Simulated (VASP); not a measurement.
# Fe (Im-3m) in VASP: further runs

The runs below take Fe through single point, with PBE.

All numbers are computed with VASP 6.6.1; they aren't measurements. Logs are shortened: lines on timing, memory, paths and dates and some standing lists are left out, and cuts for length are marked.

## (1) The cell of the first run

The structure is cubic, space group Im-3m (No. 229). Conventional cell: a = 2.137 Å, b = 2.137 Å, c = 2.137 Å, α = 90.00°, β = 90.00°, γ = 90.00°. Within 2.5 Å of Fe (site symmetry m-3m) lie 14 Fe at 1.85 to 2.14 Å.

## (2) Single point, PBE, collinear spin, ferromagnetic start (4.88 Å³/atom)

POSCAR reads:

```
Fe
1.0
   -1.0685304168      1.0685304168      1.0685304168
    1.0685304168     -1.0685304168      1.0685304168
    1.0685304168      1.0685304168     -1.0685304168
Fe
1
Direct
    0.0000000000      0.0000000000      0.0000000000
```

INCAR.step1 reads:

```
SYSTEM = Fe
PREC = Accurate ; ENCUT = 520
EDIFF = 1E-7 ; ISMEAR = -1
SIGMA = 0.1 ; LREAL = .FALSE.
LASPH = .TRUE. ; NELM = 150
ALGO = Normal ; ISIF = 2
LWAVE = .FALSE. ; LCHARG = .TRUE.
ISPIN = 2 ; MAGMOM = 2.5
LMAXMIX = 4 ; GGA = PE
NBANDS = 14
```

KPOINTS.step1 reads:

```
Automatic mesh
0
G
  21 21 21
  0 0 0
```

INCAR.step2 reads:

```
SYSTEM = Fe
PREC = Accurate ; ENCUT = 520
EDIFF = 1E-7 ; ISMEAR = -5
SIGMA = 0.1 ; LREAL = .FALSE.
LASPH = .TRUE. ; NELM = 150
ALGO = Normal ; ISIF = 2
LWAVE = .FALSE. ; LCHARG = .FALSE.
ISPIN = 2 ; MAGMOM = 2.5
LORBIT = 11 ; LMAXMIX = 4
GGA = PE ; NBANDS = 14
NEDOS = 1001 ; ICHARG = 11
```

KPOINTS.step2 reads:

```
Automatic mesh
0
G
  32 32 32
  0 0 0
```

Potentials or basis: VASP PAW PBE potentials, release 64 (Fe).

Command:

```
$ cat potpaw_PBE.64/Fe/POTCAR > POTCAR
$ cp INCAR.step1 INCAR
$ cp KPOINTS.step1 KPOINTS
$ mpirun -np 1 vasp_std > vasp.out
$ cp INCAR.step2 INCAR
$ cp KPOINTS.step2 KPOINTS
$ mpirun -np 1 vasp_std > vasp.out
```

OUTCAR:

```text
SYSTEM = Fe
   PREC = Accurate
   ENCUT = 520
   EDIFF = 1E-7
   ISMEAR = -5
   LREAL = .FALSE.
   LASPH = .TRUE.
   NELM = 150
   ISIF = 2
   ISPIN = 2
   LORBIT = 11
   GGA = PE
   ICHARG = 11

 ion  position               nearest neighbor table
   1  0.000  0.000  0.000-

  LATTYP: Found a body centered cubic cell.
 ALAT       =     2.1370608336

  Lattice vectors:

 A1 = (  -1.0685304168,   1.0685304168,   1.0685304168)
 A2 = (   1.0685304168,  -1.0685304168,   1.0685304168)
 A3 = (   1.0685304168,   1.0685304168,  -1.0685304168)

Analysis of symmetry for initial positions (statically):
=====================================================================
 Subroutine PRICEL returns:
 Original cell was already a primitive cell.

 Routine SETGRP: Setting up the symmetry group for a
 body centered cubic supercell.

 Subroutine GETGRP returns: Found 48 space group operations
 (whereof 48 operations were pure point group operations)
 out of a pool of 48 trial point group operations.

The static configuration has the point symmetry O_h .

Analysis of symmetry for dynamics (positions and initial velocities):
=====================================================================
 Subroutine PRICEL returns:
 Original cell was already a primitive cell.

 Routine SETGRP: Setting up the symmetry group for a
 body centered cubic supercell.

 Subroutine GETGRP returns: Found 48 space group operations
 (whereof 48 operations were pure point group operations)
 out of a pool of 48 trial point group operations.

The dynamic configuration has the point symmetry O_h .

Analysis of structural, dynamic, and magnetic symmetry:
=====================================================================
 Subroutine PRICEL returns:
 Original cell was already a primitive cell.

 Routine SETGRP: Setting up the symmetry group for a
 body centered cubic supercell.

 Subroutine GETGRP returns: Found 48 space group operations
 (whereof 48 operations were pure point group operations)
 out of a pool of 48 trial point group operations.

The overall configuration has the point symmetry O_h .

 Subroutine INISYM returns: Found 48 space group operations
 (whereof 48 operations are pure point group operations),
 and found     1 'primitive' translations

----------------------------------------------------------------------------------------

                                     Primitive cell

  volume of cell :       4.8800

  direct lattice vectors                    reciprocal lattice vectors
[... 119 lines left out ...]
 Fermi weights with tetrahedron method with Bloechl corrections
  energy-cutoff  :      520.00
  volume of cell :        4.88
 maximum number of plane-waves:       143
 NGX is ok and might be reduce to    14

 number of electron       7.9999992 magnetization       0.0000537

 Free energy of the ion-electron system (eV)
  ---------------------------------------------------
  ext. energy  EPLUGINS =         0.00000000
  ---------------------------------------------------
  free energy    TOTEN  =         2.03819920 eV

  energy without entropy =        2.03819920  energy(sigma->0) =        2.03819920

 E-fermi :  19.4515     XC(G=0): -18.5949

 val. band max:       19.4864623671   @ k =  -0.3750   0.3750   0.3750
 cond. band min:      19.4113544696   @ k =   0.1563   0.0938   0.0312
 fundamental gap:     -0.0751078975
 Fermi energy:        19.4515363808

 spin component 1

 k-point     1 :       0.0000    0.0000    0.0000
  band No.  band energies     occupation
      1       7.1892      1.00000
      2      14.2277      1.00000
      3      14.2277      1.00000
      4      14.2277      1.00000
      5      18.9728      1.00000
      6      18.9728      1.00000
      7      52.7886      0.00000
      8      52.7886      0.00000
      9      52.7886      0.00000
     10      67.2489      0.00000
     11      67.2489      0.00000
     12      67.4638      0.00000
     13      67.4638      0.00000
     14      67.4638      0.00000
[... 379 lines left out ...]
      3      14.7670      1.00000
      4      18.0587      1.00000
      5      18.1954      1.00070
      6      19.3538      0.79609
      7      48.7517      0.00000
      8      50.5833      0.00000
      9      57.0236      0.00000
     10      63.8288      0.00000
     11      65.0399      0.00000
     12      67.2882      0.00000
     13      73.0100      0.00000
     14      74.8388      0.00000

 [... further k-points ...]

 spin component 2

 k-point     1 :       0.0000    0.0000    0.0000
  band No.  band energies     occupation
      1       7.1892      1.00000
      2      14.2277      1.00000
      3      14.2277      1.00000
      4      14.2277      1.00000
      5      18.9729      1.00000
      6      18.9729      1.00000
      7      52.7886      0.00000
      8      52.7886      0.00000
      9      52.7886      0.00000
     10      67.2490      0.00000
     11      67.2490      0.00000
     12      67.4639      0.00000
     13      67.4639      0.00000
     14      67.4639      0.00000
[... 379 lines left out ...]
      3      14.7670      1.00000
      4      18.0587      1.00000
      5      18.1955      1.00070
      6      19.3539      0.79588
      7      48.7517      0.00000
      8      50.5833      0.00000
      9      57.0236      0.00000
     10      63.8289      0.00000
     11      65.0399      0.00000
     12      67.2882      0.00000
     13      73.0101      0.00000
     14      74.8388      0.00000

 [... further k-points ...]
[... 5 lines left out ...]
  --------------------------------------------------------------------------------------
  -------------------------------------------------------------------------------------
  Total       33.1807342     33.1807342     33.1807342      0.0000000      0.0000000      0.0000000
  in kB    10893.7126191  10893.7126191  10893.7126191      0.0000000      0.0000000      0.0000000
  external PRESSURE =   10893.7126191 kB  Pullay stress =       0.0000000 kB

 VOLUME and BASIS-vectors are now :
 -----------------------------------------------------------------------------
  energy-cutoff  :      520.00
  volume of cell :        4.88
      direct lattice vectors                 reciprocal lattice vectors
    -1.068530417  1.068530417  1.068530417     0.000000000  0.467932398  0.467932398
     1.068530417 -1.068530417  1.068530417     0.467932398  0.000000000  0.467932398
     1.068530417  1.068530417 -1.068530417     0.467932398  0.467932398  0.000000000

 POSITION                                       TOTAL-FORCE (eV/Angst)
 -----------------------------------------------------------------------------------
      0.00000      0.00000      0.00000         0.000000      0.000000     -0.000000
 -----------------------------------------------------------------------------------
    total drift:                               -0.000000     -0.000000      0.000000

  FREE ENERGIE OF THE ION-ELECTRON SYSTEM (eV)
  ---------------------------------------------------
  free  energy   TOTEN  =         2.0381991971 eV

  energy  without entropy=        2.0381991971  energy(sigma->0) =        2.03819920

 total charge

# of ion       s       p       d       tot
------------------------------------------
    1        1.040   1.634   8.162  10.836

 magnetization (x)

# of ion       s       p       d       tot
------------------------------------------
    1       -0.000  -0.000   0.000   0.000
```

OUTCAR.step1:

```text
SYSTEM = Fe
   PREC = Accurate
   ENCUT = 520
   EDIFF = 1E-7
   ISMEAR = -1
   LREAL = .FALSE.
[... 1057 lines left out ...]
 -----------------------------------------------------------------------------------
      0.00000      0.00000      0.00000        -0.000000     -0.000000      0.000000
 -----------------------------------------------------------------------------------
    total drift:                               -0.000000      0.000000      0.000000

  FREE ENERGIE OF THE ION-ELECTRON SYSTEM (eV)
  ---------------------------------------------------
  free  energy   TOTEN  =         2.0202630696 eV

  energy  without entropy=        2.0545544683  energy(sigma->0) =        2.03740877
```

Run time: 3.1 min. Hardware: 1 thread of AMD EPYC 7R13, shared host; peak memory 0.36 GiB.

What came out:

* Net moment: 0.00 μB per cell

Caveat: atoms lie so close that the PAW spheres overlap strongly, which falsifies energies and pressures; tetrahedron occupations give inexact forces and stress in metals.

## (3) Single point, PBE, collinear spin, ferromagnetic start (11.35 Å³/atom)

This run uses another cell than the first one, of 11.35 Å³/atom.

POSCAR reads:

```
Fe
1.0
   -1.4156766560      1.4156766560      1.4156766560
    1.4156766560     -1.4156766560      1.4156766560
    1.4156766560      1.4156766560     -1.4156766560
Fe
1
Direct
    0.0000000000      0.0000000000      0.0000000000
```

INCAR.step1 reads:

```
ALGO = Normal ; EDIFF = 1E-6
ENCUT = 520 ; GGA = PE
ISIF = 2 ; ISMEAR = -1
ISPIN = 2 ; LASPH = True
LCHARG = True ; LMAXMIX = 4
LREAL = False ; LWAVE = False
MAGMOM = 2.5 ; NBANDS = 14
NELM = 150 ; PREC = Accurate
SIGMA = 0.1
```

KPOINTS.step1 reads:

```
k-points
0
Gamma
  21 21 21
```

INCAR.step2 reads:

```
ALGO = Normal ; EDIFF = 1E-6
ENCUT = 520 ; GGA = PE
ICHARG = 11 ; ISIF = 2
ISMEAR = -5 ; ISPIN = 2
LASPH = True ; LCHARG = False
LMAXMIX = 4 ; LORBIT = 11
LREAL = False ; LWAVE = False
MAGMOM = 2.5 ; NEDOS = 2001
NELM = 150 ; PREC = Accurate
SIGMA = 0.1
```

KPOINTS.step2 reads:

```
k-points
0
Gamma
  32 32 32
```

Potentials or basis: VASP PAW PBE potentials, release 64 (Fe).

Command:

```
$ cat potpaw_PBE.64/Fe/POTCAR > POTCAR
$ cp INCAR.step1 INCAR
$ cp KPOINTS.step1 KPOINTS
$ mpirun -np 1 vasp_std > vasp.out
$ cp INCAR.step2 INCAR
$ cp KPOINTS.step2 KPOINTS
$ mpirun -np 1 vasp_std > vasp.out
```

Wall time 3.2 min (1 thread of AMD EPYC 7R13, shared host); peak memory 0.35 GiB.

Results (log left out):

```yaml
Net_moment: 2.17 μB per cell
Site_moments: Fe +2.18 μB
Valence_electrons_inside_the_program's_atomic_spheres: Fe 7.27
```

Levels at points of the mesh, in eV from the Fermi level:
Spin up:
```
           k point  band 3  band 4  band 5  band 6  band 7  band 8
(0.00, 0.00, 0.00)   -2.30   -2.30   -1.09   -1.09   25.03   25.03
(0.50, 0.00, 0.00)   -1.02   -0.90    0.40    0.52    7.37   18.37
(0.50, 0.50, 0.50)    0.13    0.13    0.13    9.94    9.94    9.94
```
Spin down:
| k point | band 1 | band 2 | band 3 | band 4 | band 5 | band 6 | band 7 |
| --- | --- | --- | --- | --- | --- | --- | --- |
| (0.00, 0.00, 0.00) | -8.27 | -0.41 | -0.41 | -0.41 | 1.65 | 1.65 | 24.78 |
| (0.50, 0.00, 0.00) | -3.65 | -1.69 | 0.62 | 1.50 | 1.91 | 2.59 | 8.72 |
| (0.50, 0.50, 0.50) | -3.04 | -3.04 | 2.29 | 2.29 | 2.29 | 10.21 | 10.21 |

Caveat: tetrahedron occupations give inexact forces and stress in metals.
